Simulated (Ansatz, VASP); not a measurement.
# Two plane-wave programs on SrO

The input POSCAR:

```
SrO
1.0
    3.1028650695     -0.0893625140      0.0000000000
   -0.0893625140      3.1028650695      0.0000000000
    0.0000000000      0.0000000000      3.1028650695
Sr O
1 1
Direct
    0.0000000000      0.0000000000      0.0000000000
    0.5000000000      0.5000000000      0.5000000000
```

The input INCAR.step1:

```
SYSTEM = SrO
ALGO = Normal
EDIFF = 1E-5
ENCUT = 520
GGA = PE
ISIF = 2
ISMEAR = 0
LASPH = .TRUE.
LCHARG = .FALSE.
LREAL = .FALSE.
LWAVE = .TRUE.
NBANDS = 15
NELM = 100
PREC = Accurate
SIGMA = 0.01
```

The input INCAR.step2:

```
SYSTEM = SrO
ALGO = Normal
EDIFF = 1E-6
ENCUT = 520
GGA = PE
HFSCREEN = 0.2079
ISIF = 2
ISMEAR = 0
ISTART = 1
LASPH = .TRUE.
LCHARG = .FALSE.
LHFCALC = .TRUE.
LREAL = .FALSE.
LWAVE = .FALSE.
NBANDS = 15
NELM = 100
PREC = Accurate
PRECFOCK = Normal
SIGMA = 0.01
```

File KPOINTS:

```
k-points
0
G
  6 6 6
  0 0 0
```

Input for Ansatz:

```yaml
crystal:
  lattice:
    - [3.1028650695, -0.089362514, 0.0]
    - [-0.089362514, 3.1028650695, 0.0]
    - [0.0, 0.0, 3.1028650695]
  atoms:
    - { symbol: Sr, position: [0.0, 0.0, 0.0] }
    - { symbol: O, position: [0.5, 0.5, 0.5] }
kpoints:
  mp_grid: { grid: [6, 6, 6] }
  band_path:
    path: [[0.0, 0.0, 0.0], [0.0, 0.5, 0.0], [0.5, 0.5, 0.0], [0.5, 0.5, 0.5]]
    npoints: 1
hamiltonian:
  xc: hse06
scf:
  occupations: { method: fixed }
  n_extra_bands: 4
output:
  forces: true
  stress: true
  eigenvalues: true
  write_density: true
  write_potential: true
  elf: true
  volumetric_format: npy
```

Change from the starting cell: shear_xy strain -5.8%.

Alike in both runs: task single point; functional HSE06; k mesh 6 × 6 × 6; no spin polarisation.

```csv
,VASP,Ansatz
version,VASP 6.6.1,Ansatz 0.2.0
potentials or method,"VASP PAW PBE potentials, release 64 (Sr_sv, O)","plane waves, PAW"
plane-wave cutoff (eV),520,420
occupations,"gaussian, width 0.01 eV",fixed
valence electrons in the cell,16,16
```

|  | VASP | Ansatz | Ansatz less VASP |
| --- | --- | --- | --- |
| gap on the k mesh at the Fermi level (eV) | 4.28 | 4.34 | +0.061 |
| pressure (GPa) | 0.9 | 0.1 | -0.79 |
| traceless stress, the component that is largest in VASP (GPa) | 0.10 | -0.01 | -0.107 |

Ansatz's warnings: stress exchange threshold loose, stress scf threshold loose.
